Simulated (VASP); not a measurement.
# BaBCl3 (Pm-3m) in VASP: single point with PBE

Aim: the single point of BaBCl3 with PBE.

Everything below comes from runs of VASP 6.6.1. Logs are shortened: lines on timing, memory, paths and dates and some standing lists are left out, and cuts for length are marked.

**1. The cell of the first run**

The structure is cubic, space group Pm-3m (No. 221). Conventional cell: a = 5.046 Å, b = 5.046 Å, c = 5.046 Å, α = 90.00°, β = 90.00°, γ = 90.00°. Ba (site symmetry m-3m) has 6 Cl at 2.52 Å within 3.3 Å. B (site symmetry m-3m) has 12 Cl at 3.57 Å and 8 Ba at 4.37 Å within 4.7 Å. Within 3.3 Å of Cl (site symmetry 4/mmm) lie 2 Ba at 2.52 Å.

The cell was built from a structure type or drawn by symmetry, and may not be a known phase.

**2. Single point, PBE**

INCAR reads:

```
ALGO = Normal
EDIFF = 1E-6
ENCUT = 910
GGA = PE
GGA_COMPAT = False
ISIF = 2
ISMEAR = 0
LASPH = True
LCHARG = False
LREAL = False
LWAVE = False
NBANDS = 25
NELM = 120
PREC = Accurate
SIGMA = 0.1
```

KPOINTS reads:

```
k-points
0
Gamma
  4 4 4
```

POSCAR reads:

```
BaBCl3
1.0
    5.0461513800      0.0000000000      0.0000000000
    0.0000000000      5.0461513800      0.0000000000
    0.0000000000      0.0000000000      5.0461513800
Ba B Cl
1 1 3
Direct
    0.0000000000      0.0000000000      0.0000000000
    0.5000000000      0.5000000000      0.5000000000
    0.5000000000      0.0000000000      0.0000000000
    0.0000000000      0.5000000000      0.0000000000
    0.0000000000      0.0000000000      0.5000000000
```

Potentials or basis: VASP PAW PBE potentials, release 64 (Ba_sv, B_h, Cl).

Run with:

```console
$ cat potpaw_PBE.64/Ba_sv/POTCAR potpaw_PBE.64/B_h/POTCAR potpaw_PBE.64/Cl/POTCAR > POTCAR
$ mpirun -np 1 vasp_std > vasp.out
```

OUTCAR:

```text
EDIFF = 1E-6
   ENCUT = 910
   GGA = PE
   ISIF = 2
   ISMEAR = 0
   LASPH = True
   LREAL = False
   NELM = 120
   PREC = Accurate

 ion  position               nearest neighbor table
   1  0.000  0.000  0.000-   3 2.52   4 2.52   5 2.52   5 2.52   4 2.52   3 2.52
   2  0.500  0.500  0.500-
   3  0.500  0.000  0.000-   1 2.52   1 2.52
   4  0.000  0.500  0.000-   1 2.52   1 2.52
   5  0.000  0.000  0.500-   1 2.52   1 2.52

  LATTYP: Found a simple cubic cell.
 ALAT       =     5.0461513800

  Lattice vectors:

 A1 = (   5.0461513800,   0.0000000000,   0.0000000000)
 A2 = (   0.0000000000,   5.0461513800,   0.0000000000)
 A3 = (   0.0000000000,   0.0000000000,   5.0461513800)

Analysis of symmetry for initial positions (statically):
=====================================================================
 Subroutine PRICEL returns:
 Original cell was already a primitive cell.

 Routine SETGRP: Setting up the symmetry group for a
 simple cubic supercell.

 Subroutine GETGRP returns: Found 48 space group operations
 (whereof 48 operations were pure point group operations)
 out of a pool of 48 trial point group operations.

The static configuration has the point symmetry O_h .

Analysis of symmetry for dynamics (positions and initial velocities):
=====================================================================
 Subroutine PRICEL returns:
 Original cell was already a primitive cell.

 Routine SETGRP: Setting up the symmetry group for a
 simple cubic supercell.

 Subroutine GETGRP returns: Found 48 space group operations
 (whereof 48 operations were pure point group operations)
 out of a pool of 48 trial point group operations.

The dynamic configuration has the point symmetry O_h .

 Subroutine INISYM returns: Found 48 space group operations
 (whereof 48 operations are pure point group operations),
 and found     1 'primitive' translations

----------------------------------------------------------------------------------------

                                     Primitive cell

  volume of cell :     128.4934

  direct lattice vectors                    reciprocal lattice vectors
     5.046151380  0.000000000  0.000000000     0.198170829  0.000000000  0.000000000
     0.000000000  5.046151380  0.000000000     0.000000000  0.198170829  0.000000000
     0.000000000  0.000000000  5.046151380     0.000000000  0.000000000  0.198170829

  length of vectors
     5.046151380  5.046151380  5.046151380     0.198170829  0.198170829  0.198170829

  position of ions in fractional coordinates (direct lattice)
     0.000000000  0.000000000  0.000000000
     0.500000000  0.500000000  0.500000000
     0.500000000  0.000000000  0.000000000
     0.000000000  0.500000000  0.000000000
     0.000000000  0.000000000  0.500000000

  ion indices of the primitive-cell ions
   primitive index   ion index
                 1           1
                 2           2
                 3           3
                 4           4
                 5           5

----------------------------------------------------------------------------------------

 KPOINTS: k-points

Automatic generation of k-mesh.
 Grid dimensions read from file:
 generate k-points for:    4    4    4

 Generating k-lattice:

  Cartesian coordinates                     Fractional coordinates (reciprocal lattice)
     0.049542707  0.000000000  0.000000000     0.250000000  0.000000000  0.000000000
     0.000000000  0.049542707  0.000000000     0.000000000  0.250000000  0.000000000
     0.000000000  0.000000000  0.049542707     0.000000000  0.000000000  0.250000000

  Length of vectors
     0.049542707  0.049542707  0.049542707

  Shift w.r.t. Gamma in fractional coordinates (k-lattice)
     0.000000000  0.000000000  0.000000000

 Subroutine IBZKPT returns following result:
 ===========================================

 Found     10 irreducible k-points:

 Following reciprocal coordinates:
            Coordinates               Weight
  0.000000  0.000000  0.000000      1.000000
  0.250000  0.000000  0.000000      6.000000
  0.500000  0.000000  0.000000      3.000000
  0.250000  0.250000  0.000000     12.000000
  0.500000  0.250000  0.000000     12.000000
  0.500000  0.500000  0.000000      3.000000
  0.250000  0.250000  0.250000      8.000000
  0.500000  0.250000  0.250000     12.000000
  0.500000  0.500000  0.250000      6.000000
  0.500000  0.500000  0.500000      1.000000
   k-points           NKPTS =     10   k-points in BZ     NKDIM =     10   number of bands    NBANDS=     25
   number of dos      NEDOS =    301   number of ions     NIONS =      5
   total plane-waves  NPLWV = 125000
   dimension x,y,z NGX =    50 NGY =   50 NGZ =   50
   dimension x,y,z NGXF=   100 NGYF=  100 NGZF=  100
   ions per type =               1   1   3
   NGX,Y,Z   is equivalent  to a cutoff of  16.47, 16.47, 16.47 a.u.
   NGXF,Y,Z  is equivalent  to a cutoff of  32.95, 32.95, 32.95 a.u.
 SYSTEM =  unknown system
   PREC   = accura    normal or accurate (medium, high low for compatibility)
   ISTART =      0    job   : 0-new  1-cont  2-samecut
   ICHARG =      2    charge: 1-file 2-atom 10-const
   ISPIN  =      1    spin polarized calculation?
   LNONCOLLINEAR =      F non collinear calculations
   LSORBIT =      F    spin-orbit coupling
   LASPH  =      T    aspherical Exc in radial PAW
   ENCUT  =  910.0 eV  66.88 Ry    8.18 a.u.  12.41 12.41 12.41*2*pi/ulx,y,z
   NELM   =    120;   NELMIN=  2; NELMDL= -5     # of ELM steps
   EDIFF  = 0.1E-05   stopping-criterion for ELM
   LREAL  =      F    real-space projection
   EDIFFG = 0.1E-04   stopping-criterion for IOM
   NSW    =      0    number of steps for IOM
   IBRION =     -1    ionic relax: 0-MD 1-quasi-New 2-CG
   NFREE  =      0    steps in history (QN), initial steepest desc. (CG)
   ISIF   =      2    stress and relaxation
   ISYM   =      2    0-nonsym 1-usesym 2-fastsym
   POTIM  = 0.5000    time-step for ionic-motion
   TEBEG  =    0.0;   TEEND  =   0.0 temperature during run
   PSTRESS=    0.0 pullay stress
   NELECT =      34.0000    total number of electrons
   NUPDOWN=      -1.0000    fix difference up-down
   EMIN   =  10.00;   EMAX   =-10.00  energy-range for DOS
   EFERMI =   0.00;   METHOD = LEGACY
   ISMEAR =     0;   SIGMA  =   0.10  broadening in eV -4-tet -1-fermi 0-gaus
   EFERMI_NEDOS =   21; number of points for ismear=-14 and -15
   IALGO  =     38    algorithm
   IMIX   =      4    mixing-type and parameters
     AMIX     =   0.40;   BMIX     =  1.00
     AMIX_MAG =   1.60;   BMIX_MAG =  1.00
  volume/ion in A,a.u.               =      25.70       173.42
  Fermi-wavevector in a.u.,A,eV,Ry     =   1.051012  1.986124 15.029342  1.104625
  Thomas-Fermi vector in A             =   2.186038
   LORBIT       =      0    0 simple, 1 ext, 2 COOP (PROOUT), +10 PAW based schemes
   GGA     = PE    functional components
   LHFCALC =     F    Hartree Fock is set to
   AEXX    =    0.0000 exact exchange contribution
   IVDW    =     0    specifies the selected vdW correction
   LEPSILON=     F    determine dielectric tensor
   LRPA    =     F    only Hartree local field effects (RPA)
 non-spin polarized calculation
 Gauss-broadening in eV      SIGMA  =   0.10
  energy-cutoff  :      910.00
  volume of cell :      128.49
 maximum number of plane-waves:      8121
 NGX is ok and might be reduce to    50
   NGX = 25   NGY = 25   NGZ = 25

 number of electron      34.0000001 magnetization

 Free energy of the ion-electron system (eV)
  ---------------------------------------------------
  ext. energy  EPLUGINS =         0.00000000
  ---------------------------------------------------
  free energy    TOTEN  =       -11.04483169 eV

  energy without entropy =      -11.01704618  energy(sigma->0) =      -11.03093893

 E-fermi :   1.7696     XC(G=0):  -8.4618

 val. band max:        1.7148237599   @ k =   0.5000   0.0000   0.0000
 cond. band min:       1.8077020887   @ k =   0.2500   0.2500   0.2500
 fundamental gap:      0.0928783288
 Fermi energy:         1.7695550591

 k-point     1 :       0.0000    0.0000    0.0000
  band No.  band energies     occupation
      1     -23.3982      2.00000
      2     -13.0333      2.00000
      3     -13.0333      2.00000
      4     -12.7504      2.00000
      5      -9.9440      2.00000
      6      -9.9440      2.00000
[... 17 lines left out ...]
     24       8.0893      0.00000
     25       8.2310      0.00000

 k-point     2 :       0.2500    0.0000    0.0000
  band No.  band energies     occupation
      1     -23.3772      2.00000
      2     -13.5954      2.00000
      3     -13.0299      2.00000
      4     -12.8304      2.00000
      5      -9.9260      2.00000
      6      -9.9260      2.00000
[... 17 lines left out ...]
     24       8.7370      0.00000
     25       8.8125      0.00000

 k-point     3 :       0.5000    0.0000    0.0000
  band No.  band energies     occupation
      1     -23.3558      2.00000
      2     -14.0283      2.00000
      3     -13.0266      2.00000
      4     -12.8319      2.00000
      5      -9.9078      2.00000
      6      -9.9078      2.00000
[... 17 lines left out ...]
     24       9.3972      0.00000
     25       9.6807      0.00000

 k-point     4 :       0.2500    0.2500    0.0000
  band No.  band energies     occupation
      1     -23.3560      2.00000
      2     -13.6151      2.00000
      3     -13.5555      2.00000
      4     -12.9196      2.00000
      5      -9.9083      2.00000
      6      -8.6265      2.00000
[... 17 lines left out ...]
     24       9.2120      0.00000
     25       9.4106      0.00000
[... 85 lines left out ...]
 k-point     8 :       0.5000    0.2500    0.2500
  band No.  band energies     occupation
      1     -23.3132      2.00000
      2     -14.0133      2.00000
      3     -13.6032      2.00000
      4     -13.5301      2.00000
      5      -8.5931      2.00000
      6      -8.5331      2.00000
[... 17 lines left out ...]
     24      10.1397      0.00000
     25      10.2940      0.00000

 k-point     9 :       0.5000    0.5000    0.2500
  band No.  band energies     occupation
      1     -23.2915      2.00000
      2     -14.0060      2.00000
      3     -14.0060      2.00000
      4     -13.5603      2.00000
      5      -8.5469      2.00000
      6      -7.0727      2.00000
[... 17 lines left out ...]
     24       9.9914      0.00000
     25      10.3646      0.00000

 k-point    10 :       0.5000    0.5000    0.5000
  band No.  band energies     occupation
      1     -23.2697      2.00000
      2     -13.9991      2.00000
      3     -13.9991      2.00000
      4     -13.9991      2.00000
      5      -7.0534      2.00000
      6      -7.0534      2.00000
[... 17 lines left out ...]
     24       9.6626      0.00000
     25      10.6652      0.00000

------------------------ aborting loop because EDIFF is reached ----------------------------------------

  FORCE on cell =-STRESS in cart. coord.  units (eV):
  Direction    XX          YY          ZZ          XY          YZ          ZX
  --------------------------------------------------------------------------------------
  -------------------------------------------------------------------------------------
  Total       22.3632291     22.3632291     22.3632291      0.0000000      0.0000000     -0.0000000
  in kB      278.8459050    278.8459050    278.8459050      0.0000000      0.0000000     -0.0000000
  external PRESSURE =     278.8459050 kB  Pullay stress =       0.0000000 kB

 VOLUME and BASIS-vectors are now :
 -----------------------------------------------------------------------------
  energy-cutoff  :      910.00
  volume of cell :      128.49
      direct lattice vectors                 reciprocal lattice vectors
     5.046151380  0.000000000  0.000000000     0.198170829  0.000000000  0.000000000
     0.000000000  5.046151380  0.000000000     0.000000000  0.198170829  0.000000000
     0.000000000  0.000000000  5.046151380     0.000000000  0.000000000  0.198170829

 POSITION                                       TOTAL-FORCE (eV/Angst)
 -----------------------------------------------------------------------------------
      0.00000      0.00000      0.00000         0.000000      0.000000      0.000000
      2.52308      2.52308      2.52308         0.000000      0.000000      0.000000
      2.52308      0.00000      0.00000         0.000000      0.000000      0.000000
      0.00000      2.52308      0.00000         0.000000      0.000000      0.000000
      0.00000      0.00000      2.52308         0.000000      0.000000      0.000000
 -----------------------------------------------------------------------------------
    total drift:                               -0.000000      0.000000     -0.000000

  FREE ENERGIE OF THE ION-ELECTRON SYSTEM (eV)
  ---------------------------------------------------
  free  energy   TOTEN  =       -11.0448316874 eV

  energy  without entropy=      -11.0170461787  energy(sigma->0) =      -11.03093893
```

Wall time 2.6 min (1 thread of AMD EPYC 7R13 (Zen 3), shared host); peak memory 0.36 GiB.

What came out:

```yaml
Free_energy: -11.0448 eV
Pressure: 27.9 GPa
```

Levels at points of the mesh, in eV from the Fermi level:
```
           k point  band 13  band 14  band 15  band 16  band 17  band 18  band 19  band 20  band 21  band 22
(0.00, 0.00, 0.00)    -2.56    -2.56    -0.12    -0.12    -0.12     0.75     0.75     0.75     3.93     3.93
(0.50, 0.00, 0.00)    -2.64    -2.64    -2.41    -0.08    -0.08    -0.05     0.44     0.44     4.13     6.32
(0.50, 0.50, 0.00)    -3.11    -3.03    -3.03    -1.83    -0.08     0.11     0.49     0.49     6.37     6.37
(0.50, 0.50, 0.50)    -4.20    -3.20    -1.82    -1.82    -1.82     0.70     0.70     0.70     7.44     7.44
```

Caveat: the cell stands under pressure; spin-orbit coupling is left out, which moves the levels of the heavy elements.
